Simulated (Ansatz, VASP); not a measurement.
## Ta2Sn in VASP and in Ansatz

```
Ta Sn
1.0
     0.00000    3.90597    3.90597
     3.90597    0.00000    3.90597
     3.90597    3.90597    0.00000
Ta Sn
4 2
Direct
  0.62500 0.62500 0.62500
  0.12500 0.62500 0.62500
  0.62500 0.62500 0.12500
  0.62500 0.12500 0.62500
  0.00000 0.00000 0.00000
  0.25000 0.25000 0.25000
```

Alike in both runs: task relaxation of cell and atoms; functional PBE; k mesh 4 × 4 × 4; occupations gaussian, width 0.1 eV; no spin polarisation.

```csv
,VASP,Ansatz
version,VASP 6.6.1,Ansatz 0.2.0
potentials or method,"VASP PAW PBE potentials, release 64 (Ta_pv, Sn_d), cutoff 600 eV","scalar-relativistic, plane waves, PAW"
valence electrons in the cell,72,80
```

```tsv
	VASP	Ansatz	Ansatz less VASP
gap on the k mesh at the Fermi level, each at its own relaxed structure (eV)	none	none	-
relaxed volume (Å³/atom)	20.69	20.67	-0.021
relaxed cell length with the largest relative difference (Å)	5.599	5.597	-0.0019
```

A gap of «none» marks a metal or a gap that the smearing closes. VASP's potentials hold 72 valence electrons a cell and Ansatz's 80, so a difference there can come from the potentials and not from the codes.

Spin-orbit coupling is off throughout.
